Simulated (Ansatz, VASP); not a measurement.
## One calculation of Si, two programs

```
Si
1.0
     0.00000    2.71535    2.71535
     2.71535    0.00000    2.71535
     2.71535    2.71535    0.00000
Si
2
Direct
  0.00000 0.00000 0.00000
  0.25000 0.25000 0.25000
```

Alike in both runs: task electric field gradients; functional r2SCAN; k mesh 14 × 14 × 14; occupations fermi-dirac, width 0.02 eV; no spin polarisation.

|  | VASP | Ansatz |
| --- | --- | --- |
| version | VASP 6.6.1 | Ansatz 0.2.0 |
| potentials or method | VASP PAW PBE potentials, release 64 (Si) | plane-wave PAW, scalar-relativistic |
| plane-wave cutoff (eV) | 440 | 500 |
| valence electrons in the cell | 8 | 8 |

```tsv
	VASP	Ansatz	Ansatz less VASP
gap on the k mesh at the Fermi level (eV)	0.77	0.76	-0.015
pressure (GPa)	0.5	0.7	+0.24
```

VASP's potentials were made for PBE, not for r2SCAN.
